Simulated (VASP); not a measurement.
Crystal: NaF (Villiaumite).

```
CELL_PARAMETERS angstrom
0.00000 2.29724 2.29724
2.29724 0.00000 2.29724
2.29724 2.29724 0.00000
ATOMIC_POSITIONS crystal
Na 0.00000 0.00000 0.00000
F 0.50000 0.50000 0.50000
```

Base run:

- Program: VASP 6.6.1
- Functional: HSE06
- Potentials or basis: VASP PAW PBE potentials, release 64 (Na_pv, F)
- Cutoff: 520 eV
- k mesh: 6 × 6 × 6
- Occupations: gaussian, width 0.01 eV
- Spin: no spin polarisation

Its results: band gap on the k mesh 8.60 eV, direct; pressure 1.6 GPa.

Task: The run is repeated on the same cell with these changes: functional from HSE06 to PBE0. What comes out?

Result: Band gap on the k mesh 9.38 eV, direct; pressure 1.6 GPa.

Caveats: the PAW data sets were made with another functional, which shifts forces and pressure a little.

